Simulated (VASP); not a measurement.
Wanted: the native input for a VASP 6.6.1 run.

```yaml
Task: single point
Functional: LDA
Potentials_or_basis: VASP PAW LDA potentials, release 64 (Ni, Ge_d)
Cutoff: 520 eV
k_mesh: 12 × 12 × 12
Occupations: gaussian, width 0.15 eV
Spin: collinear spin, ferromagnetic start
Starting_moments: "[0.5, 0.5, 0.5, 0.0] μB"
Fixed_moment: 1.5 μB
Dipole_correction: no
Further_INCAR_settings: ALGO = Normal; EDIFF = 1e-06; NBANDS = 34
```

The structure of Ni3Ge lies in POSCAR:

```
Ni3Ge
1.0
    3.6230008795      0.0000000000      0.0000000000
    0.0000000000      3.6230008795      0.0000000000
    0.0000000000      0.0000000000      3.6230008795
Ni Ge
3 1
Direct
    0.5000000000      0.0000000000      0.5000000000
    0.0000000000      0.5000000000      0.5000000000
    0.5000000000      0.5000000000      0.0000000000
    0.0000000000      0.0000000000      0.0000000000
```

These files were run (other wordings do the same):

INCAR

```
PREC     = Accurate       # precision mode
ENCUT    = 520            # plane-wave cutoff, eV
EDIFF    = 1E-6           # SCF threshold, eV
ISMEAR   = 0              # smearing method
SIGMA    = 0.15           # smearing width, eV
LREAL    = False          # projectors in reciprocal space
LASPH    = True           # aspherical terms in the spheres
NELM     = 150            # most SCF steps
ALGO     = Normal         # electronic algorithm
ISIF     = 2              # what is computed and relaxed
LWAVE    = False          # write WAVECAR
LCHARG   = False          # write CHGCAR
ISPIN    = 2              # spin polarisation
MAGMOM   = 0.5 0.5 0.5 0  # initial moments
LORBIT   = 11             # projections on sites
NUPDOWN  = 1.5            # fixed moment
LMAXMIX  = 4              # l up to which the mixer works
NBANDS   = 34             # bands
```

KPOINTS

```
regular mesh
0
Gamma
  12 12 12
```

Potentials or basis: VASP PAW LDA potentials, release 64 (Ni, Ge_d).

Run with:

```bash
$ cat potpaw_LDA.64/Ni/POTCAR potpaw_LDA.64/Ge_d/POTCAR > POTCAR
$ mpirun -np 1 vasp_std > vasp.out
```

Results of the run:

| Quantity | Value |
| --- | --- |
| Pressure | -17.9 GPa |
| Net moment | 1.50 μB per cell |
| Site moments | Ni +0.49; Ge +0.03 μB |
| Valence electrons inside the program's atomic spheres | Ni 9.31; Ge 12.39 |

Caveat: the cell stands under tension; the total moment is fixed, so each spin has its own Fermi level and the state may be an excited one.

Wall time 4.6 min on 1 thread of Oxide Virtual Turin-like Processor (shared host), peak memory 0.26 GiB.
